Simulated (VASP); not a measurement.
The system is Cu.

```
CELL_PARAMETERS angstrom
2.55619 0.00000 0.00000
-1.27810 2.21373 0.00000
0.00000 0.00000 4.17424
ATOMIC_POSITIONS crystal
Cu 0.00000 0.00000 0.00000
Cu 0.33333 0.66667 0.50000
```

- Program: VASP 6.6.1
- Task: relaxation of cell and atoms
- Functional: PBEsol
- Potentials or basis: VASP PAW PBE potentials, release 64 (Cu)
- Cutoff: 600 eV
- k mesh: 18 × 18 × 10
- Occupations: gaussian, width 0.1 eV
- Spin: no spin polarisation

At the start: pressure -5.5 GPa; volume 11.81 Å³/atom.

Task: Where does the relaxation end?

Result: Over 3 steps the energy falls by 7.7 meV/atom and the volume is 11.38 Å³/atom (-3.7 %); space group P6_3/mmc (No. 194, to 0.05 Å).

Step by step:
```csv
step,energy change (eV),largest force (eV/Å),pressure (GPa),volume (Å³)
1,0.0000,0.0000,-5.49,23.62
2,-0.0097,0.0000,3.75,22.27
3,-0.0154,0.0000,0.01,22.76
```

Final structure:
```cif
data_structure
_symmetry_space_group_name_H-M 'P 1'
_symmetry_Int_Tables_number 1
_cell_length_a 2.5248
_cell_length_b 2.5248
_cell_length_c 4.1226
_cell_angle_alpha 90.000
_cell_angle_beta 90.000
_cell_angle_gamma 120.000
_cell_volume 22.76
loop_
_atom_site_label
_atom_site_type_symbol
_atom_site_fract_x
_atom_site_fract_y
_atom_site_fract_z
_atom_site_occupancy
Cu1 Cu 0.00000 0.00000 0.00000 1
Cu2 Cu 0.33333 0.66667 0.50000 1
```

Caveat: the PAW data sets were made with another functional, which shifts forces and pressure a little.
